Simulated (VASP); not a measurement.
# BiTe (Immm) in VASP: a series of runs

Runs on BiTe. Level: PBEsol. Tasks: single point.

Program: VASP 6.6.1. These are calculated values, not measurements. Logs are shortened: lines on timing, memory, paths and dates and some standing lists are left out, and cuts for length are marked.

## 1. The cell of the first run

Symmetry: Immm, No. 71, orthorhombic system. Conventional cell: a = 4.403 Å, b = 4.640 Å, c = 6.394 Å, α = 90.00°, β = 90.00°, γ = 90.00°. Within 4.2 Å of Bi (site symmetry mmm) lie 6 Te at 3.20 Å. Within 4.2 Å of Te (site symmetry mmm) lie 6 Bi at 3.20 Å.

## 2. Single point, PBEsol (strain +0.0525 x Voigt [0, 0, 0, 0, 0, 1])

INCAR

```
SYSTEM = BiTe
  PREC = Accurate
  ENCUT = 520
  EDIFF = 1E-6
  ISMEAR = 0
  SIGMA = 0.15
  LREAL = .FALSE.
  LASPH = .TRUE.
  NELM = 100
  ALGO = Normal
  ISIF = 2
  LWAVE = .FALSE.
  LCHARG = .FALSE.
  GGA = PS
  NBANDS = 18
```

KPOINTS

```
regular mesh
0
G
  16 16 16
  0 0 0
```

POSCAR

```
BiTe
1.0
    0.0839252881      3.1971538327      3.1971538327
    3.1971538327      0.0839252881      3.1971538327
    3.2810791208      3.2810791208      0.0000000000
Bi Te
1 1
Direct
    0.0000000000      0.0000000000      0.0000000000
    0.5000000000      0.5000000000      0.5000000000
```

Potentials or basis: VASP PAW PBE potentials, release 64 (Bi_d, Te).

On the command line:

```sh
> cat potpaw_PBE.64/Bi_d/POTCAR potpaw_PBE.64/Te/POTCAR > POTCAR
> mpirun -np 1 vasp_std > vasp.out
```

OUTCAR:

```text
SYSTEM = BiTe
   PREC = Accurate
   ENCUT = 520
   EDIFF = 1E-6
   ISMEAR = 0
   LREAL = .FALSE.
   LASPH = .TRUE.
   NELM = 100
   ISIF = 2
   GGA = PS

 ion  position               nearest neighbor table
   1  0.000  0.000  0.000-   2 3.20   2 3.20   2 3.20   2 3.20   2 3.20   2 3.20
   2  0.500  0.500  0.500-   1 3.20   1 3.20   1 3.20   1 3.20   1 3.20   1 3.20

  LATTYP: Found a body centered orthorhombic cell.
 ALAT       =     4.4027700305
 B/A-ratio  =     1.0539152760
 C/A-ratio  =     1.4523374196

  Lattice vectors:

 A1 = (   3.1971538327,   0.0839252881,  -3.1971538327)
 A2 = (  -3.1971538327,  -0.0839252881,  -3.1971538327)
 A3 = (   0.0839252881,   3.1971538327,   3.1971538327)

Analysis of symmetry for initial positions (statically):
=====================================================================
 Subroutine PRICEL returns:
 Original cell was already a primitive cell.

 Routine SETGRP: Setting up the symmetry group for a
 body centered orthorhombic supercell.

 Subroutine GETGRP returns: Found  8 space group operations
 (whereof  8 operations were pure point group operations)
 out of a pool of  8 trial point group operations.

The static configuration has the point symmetry D_2h.

Analysis of symmetry for dynamics (positions and initial velocities):
=====================================================================
 Subroutine PRICEL returns:
 Original cell was already a primitive cell.

 Routine SETGRP: Setting up the symmetry group for a
 body centered orthorhombic supercell.

 Subroutine GETGRP returns: Found  8 space group operations
 (whereof  8 operations were pure point group operations)
 out of a pool of  8 trial point group operations.

The dynamic configuration has the point symmetry D_2h.

 Subroutine INISYM returns: Found  8 space group operations
 (whereof  8 operations are pure point group operations),
 and found     1 'primitive' translations

----------------------------------------------------------------------------------------

                                     Primitive cell

  volume of cell :      65.3162

  direct lattice vectors                    reciprocal lattice vectors
     0.083925288  3.197153833  3.197153833    -0.160604977  0.160604977  0.156389097
     3.197153833  0.083925288  3.197153833     0.160604977 -0.160604977  0.156389097
     3.281079121  3.281079121  0.000000000     0.152388888  0.152388888 -0.156389097

  length of vectors
     4.522237136  4.522237136  4.640146592     0.275763426  0.275763426  0.266274851

  position of ions in fractional coordinates (direct lattice)
     0.000000000  0.000000000  0.000000000
     0.500000000  0.500000000  0.500000000

  ion indices of the primitive-cell ions
   primitive index   ion index
                 1           1
                 2           2

----------------------------------------------------------------------------------------

 KPOINTS: regular mesh

Automatic generation of k-mesh.
 Grid dimensions read from file:
 generate k-points for:   16   16   16

 Generating k-lattice:

  Cartesian coordinates                     Fractional coordinates (reciprocal lattice)
    -0.010037811  0.010037811  0.009774319     0.062500000 -0.000000000  0.000000000
     0.010037811 -0.010037811  0.009774319    -0.000000000  0.062500000  0.000000000
     0.009524306  0.009524306 -0.009774319    -0.000000000 -0.000000000  0.062500000

  Length of vectors
     0.017235214  0.017235214  0.016642178

  Shift w.r.t. Gamma in fractional coordinates (k-lattice)
     0.000000000  0.000000000  0.000000000

 Subroutine IBZKPT returns following result:
 ===========================================

 Found    621 irreducible k-points:

 Following reciprocal coordinates:
            Coordinates               Weight
  0.000000  0.000000  0.000000      1.000000
  0.062500  0.000000  0.000000      4.000000
  0.125000  0.000000  0.000000      4.000000
  0.187500 -0.000000  0.000000      4.000000
  0.250000  0.000000  0.000000      4.000000
  0.312500  0.000000  0.000000      4.000000
[... 16 lines left out ...]
 -0.125000  0.062500  0.000000      4.000000
 -0.062500  0.062500  0.000000      2.000000
 [... further k-points ...]
   k-points           NKPTS =    621   k-points in BZ     NKDIM =    621   number of bands    NBANDS=     18
   number of dos      NEDOS =    301   number of ions     NIONS =      2
   total plane-waves  NPLWV =  46656
   dimension x,y,z NGX =    36 NGY =   36 NGZ =   36
   dimension x,y,z NGXF=    72 NGYF=   72 NGZF=   72
   ions per type =               1   1
   NGX,Y,Z   is equivalent  to a cutoff of  13.23, 13.23, 12.90 a.u.
   NGXF,Y,Z  is equivalent  to a cutoff of  26.47, 26.47, 25.80 a.u.
 SYSTEM =  BiTe
   PREC   = accura    normal or accurate (medium, high low for compatibility)
   ISTART =      0    job   : 0-new  1-cont  2-samecut
   ICHARG =      2    charge: 1-file 2-atom 10-const
   ISPIN  =      1    spin polarized calculation?
   LNONCOLLINEAR =      F non collinear calculations
   LSORBIT =      F    spin-orbit coupling
   LASPH  =      T    aspherical Exc in radial PAW
   ENCUT  =  520.0 eV  38.22 Ry    6.18 a.u.   8.41  8.41  8.63*2*pi/ulx,y,z
   NELM   =    100;   NELMIN=  2; NELMDL= -5     # of ELM steps
   EDIFF  = 0.1E-05   stopping-criterion for ELM
   LREAL  =      F    real-space projection
[... 7 lines left out ...]
   TEBEG  =    0.0;   TEEND  =   0.0 temperature during run
   PSTRESS=    0.0 pullay stress
   NELECT =      21.0000    total number of electrons
   NUPDOWN=      -1.0000    fix difference up-down
   EMIN   =  10.00;   EMAX   =-10.00  energy-range for DOS
   EFERMI =   0.00;   METHOD = LEGACY
   ISMEAR =     0;   SIGMA  =   0.15  broadening in eV -4-tet -1-fermi 0-gaus
   EFERMI_NEDOS =   21; number of points for ismear=-14 and -15
   IALGO  =     38    algorithm
   IMIX   =      4    mixing-type and parameters
     AMIX     =   0.40;   BMIX     =  1.00
     AMIX_MAG =   1.60;   BMIX_MAG =  1.00
  volume/ion in A,a.u.               =      32.66       220.39
  Fermi-wavevector in a.u.,A,eV,Ry     =   1.121521  2.119368 17.113544  1.257810
  Thomas-Fermi vector in A             =   2.258175
   LORBIT       =      0    0 simple, 1 ext, 2 COOP (PROOUT), +10 PAW based schemes
   GGA     = PS    functional components
   LHFCALC =     F    Hartree Fock is set to
   AEXX    =    0.0000 exact exchange contribution
   IVDW    =     0    specifies the selected vdW correction
   LEPSILON=     F    determine dielectric tensor
   LRPA    =     F    only Hartree local field effects (RPA)
 non-spin polarized calculation
 Gauss-broadening in eV      SIGMA  =   0.15
  energy-cutoff  :      520.00
  volume of cell :       65.32
 maximum number of plane-waves:      1783
 NGX is ok and might be reduce to    36
   NGX = 17   NGY = 17   NGZ = 17

 number of electron      20.9999998 magnetization

 Free energy of the ion-electron system (eV)
  ---------------------------------------------------
  ext. energy  EPLUGINS =         0.00000000
  ---------------------------------------------------
  free energy    TOTEN  =        -7.99489504 eV

  energy without entropy =       -7.97867167  energy(sigma->0) =       -7.98678335

 E-fermi :   6.9239     XC(G=0):  -9.7550

 val. band max:        6.9183341646   @ k =  -0.1875  -0.0000   0.1250
 cond. band min:       6.9240552349   @ k =   0.0625   0.0000   0.2500
 fundamental gap:      0.0057210703
 Fermi energy:         6.9239102105

 k-point     1 :       0.0000    0.0000    0.0000
  band No.  band energies     occupation
      1     -16.1489      2.00000
      2     -16.1483      2.00000
      3     -16.1444      2.00000
      4     -16.1425      2.00000
      5     -16.1385      2.00000
      6      -6.8545      2.00000
[... 10 lines left out ...]
     17      13.1076      0.00000
     18      13.2989      0.00000

 k-point     2 :       0.0625    0.0000    0.0000
  band No.  band energies     occupation
      1     -16.1491      2.00000
      2     -16.1485      2.00000
      3     -16.1441      2.00000
      4     -16.1422      2.00000
      5     -16.1384      2.00000
      6      -6.8169      2.00000
[... 10 lines left out ...]
     17      13.3845      0.00000
     18      13.6928      0.00000

 k-point     3 :       0.1250    0.0000    0.0000
  band No.  band energies     occupation
      1     -16.1498      2.00000
      2     -16.1490      2.00000
      3     -16.1433      2.00000
      4     -16.1412      2.00000
      5     -16.1380      2.00000
      6      -6.7042      2.00000
[... 10 lines left out ...]
     17      14.0834      0.00000
     18      14.4542      0.00000

 k-point     4 :       0.1875   -0.0000    0.0000
  band No.  band energies     occupation
      1     -16.1509      2.00000
      2     -16.1499      2.00000
      3     -16.1419      2.00000
      4     -16.1399      2.00000
      5     -16.1373      2.00000
      6      -6.5176      2.00000
[... 375 lines left out ...]
      4     -16.1387      2.00000
      5     -16.1366      2.00000
      6      -6.4037      2.00000
[... 10 lines left out ...]
     17      14.5517      0.00000
     18      16.1038      0.00000

 k-point    23 :      -0.1250    0.0625    0.0000
  band No.  band energies     occupation
      1     -16.1509      2.00000
      2     -16.1490      2.00000
      3     -16.1430      2.00000
      4     -16.1393      2.00000
      5     -16.1383      2.00000
      6      -6.6146      2.00000
[... 10 lines left out ...]
     17      13.8416      0.00000
     18      15.1070      0.00000

 k-point    24 :      -0.0625    0.0625    0.0000
  band No.  band energies     occupation
      1     -16.1499      2.00000
      2     -16.1485      2.00000
      3     -16.1438      2.00000
      4     -16.1409      2.00000
      5     -16.1385      2.00000
      6      -6.7529      2.00000
[... 10 lines left out ...]
     17      13.4796      0.00000
     18      14.2541      0.00000

 [... further k-points ...]

------------------------ aborting loop because EDIFF is reached ----------------------------------------

  FORCE on cell =-STRESS in cart. coord.  units (eV):
  Direction    XX          YY          ZZ          XY          YZ          ZX
  --------------------------------------------------------------------------------------
  -------------------------------------------------------------------------------------
  Total       -0.0089282     -0.0089282      0.0234179      0.0361494      0.0000000      0.0000000
  in kB       -0.2190039     -0.2190039      0.5744291      0.8867274      0.0000000      0.0000000
  external PRESSURE =       0.0454738 kB  Pullay stress =       0.0000000 kB

 VOLUME and BASIS-vectors are now :
 -----------------------------------------------------------------------------
  energy-cutoff  :      520.00
  volume of cell :       65.32
      direct lattice vectors                 reciprocal lattice vectors
     0.083925288  3.197153833  3.197153833    -0.160604977  0.160604977  0.156389097
     3.197153833  0.083925288  3.197153833     0.160604977 -0.160604977  0.156389097
     3.281079121  3.281079121  0.000000000     0.152388888  0.152388888 -0.156389097

 POSITION                                       TOTAL-FORCE (eV/Angst)
 -----------------------------------------------------------------------------------
      0.00000      0.00000      0.00000        -0.000000     -0.000000      0.000000
      3.28108      3.28108      3.19715         0.000000      0.000000      0.000000
 -----------------------------------------------------------------------------------
    total drift:                               -0.000000      0.000000      0.000000

  FREE ENERGIE OF THE ION-ELECTRON SYSTEM (eV)
  ---------------------------------------------------
  free  energy   TOTEN  =        -7.9948950370 eV

  energy  without entropy=       -7.9786716709  energy(sigma->0) =       -7.98678335
```

Wall time 3.9 min (1 thread of Intel Xeon 6975P-C (Granite Rapids), shared host); peak memory 0.79 GiB.

What came out:

| Item | Value |
| --- | --- |
| Free energy | -7.9949 eV |
| Pressure | 0.0 GPa |
| Band gap on the k mesh | zero (an odd number of electrons rules out a gap without spin polarisation) |

Stress tensor (GPa, compression positive):
```
-0.02  0.09  0.00
 0.09 -0.02  0.00
 0.00  0.00  0.06
```

Caveat: the cell differs from its parent crystal (strain +0.0525 x Voigt [0, 0, 0, 0, 0, 1]); the PAW data sets were made with another functional, which shifts forces and pressure a little; spin-orbit coupling is left out, which moves the levels of the heavy elements.

## 3. Single point, PBEsol (strain +0.0375 x Voigt [0, 0, 0, 0, 0, 1])

INCAR

```
SYSTEM = BiTe
ALGO     = Normal         ! electronic algorithm
EDIFF    = 1E-6           ! SCF threshold, eV
ENCUT    = 520            ! plane-wave cutoff, eV
GGA      = PS             ! functional
ISIF     = 2              ! what is computed and relaxed
ISMEAR   = 0              ! smearing method
LASPH    = .TRUE.         ! aspherical terms in the spheres
LCHARG   = .FALSE.        ! write CHGCAR
LREAL    = .FALSE.        ! projectors in reciprocal space
LWAVE    = .FALSE.        ! write WAVECAR
NBANDS   = 18             ! bands
NELM     = 60             ! most SCF steps
PREC     = Accurate       ! precision mode
SIGMA    = 0.15           ! smearing width, eV
```

KPOINTS

```
k-points
0
G
  16 16 16
  0 0 0
```

POSCAR

```
BiTe
1.0
    0.0599466344      3.1971538327      3.1971538327
    3.1971538327      0.0599466344      3.1971538327
    3.2571004671      3.2571004671      0.0000000000
Bi Te
1 1
Direct
    0.0000000000      0.0000000000      0.0000000000
    0.5000000000      0.5000000000      0.5000000000
```

Potentials or basis: VASP PAW PBE potentials, release 64 (Bi_d, Te).

On the command line:

```sh
> cat potpaw_PBE.64/Bi_d/POTCAR potpaw_PBE.64/Te/POTCAR > POTCAR
> mpirun -np 1 vasp_std > vasp.out
```

It took 3.7 min on 1 thread of Intel Xeon 6975P-C (Granite Rapids), shared host; peak memory 0.79 GiB.

It converged, with:

```yaml
Free_energy: -7.9945 eV
Pressure: 0.0 GPa
Band_gap_on_the_k_mesh: zero (an odd number of electrons rules out a gap without spin polarisation)
```

Stress tensor (GPa, compression positive):
```
0.00 0.06 0.00
0.06 0.00 0.00
0.00 0.00 0.06
```

Levels at points of the mesh, in eV from the Fermi level:
| k point | band 6 | band 7 | band 8 | band 9 | band 10 | band 11 | band 12 | band 13 | band 14 | band 15 |
| --- | --- | --- | --- | --- | --- | --- | --- | --- | --- | --- |
| (0.00, 0.00, 0.00) | -13.78 | -8.01 | -2.79 | -2.62 | -2.44 | 2.17 | 2.23 | 2.31 | 4.37 | 4.60 |
| (0.50, 0.00, 0.00) | -11.69 | -11.34 | -2.07 | -2.00 | -1.65 | -0.99 | -0.81 | -0.67 | 7.36 | 7.78 |
| (0.50, 0.50, 0.00) | -11.90 | -9.97 | -5.91 | -4.36 | -3.98 | 2.06 | 3.70 | 3.85 | 5.22 | 8.83 |
| (0.00, 0.00, 0.50) | -11.75 | -11.42 | -1.96 | -1.86 | -1.50 | -0.83 | -0.61 | -0.54 | 7.24 | 7.54 |
| (0.50, 0.00, 0.50) | -11.90 | -9.96 | -5.91 | -4.17 | -4.17 | 2.05 | 3.73 | 3.77 | 5.20 | 8.76 |

Caveat: the cell differs from its parent crystal (strain +0.0375 x Voigt [0, 0, 0, 0, 0, 1]); the PAW data sets were made with another functional, which shifts forces and pressure a little; spin-orbit coupling is left out, which moves the levels of the heavy elements.
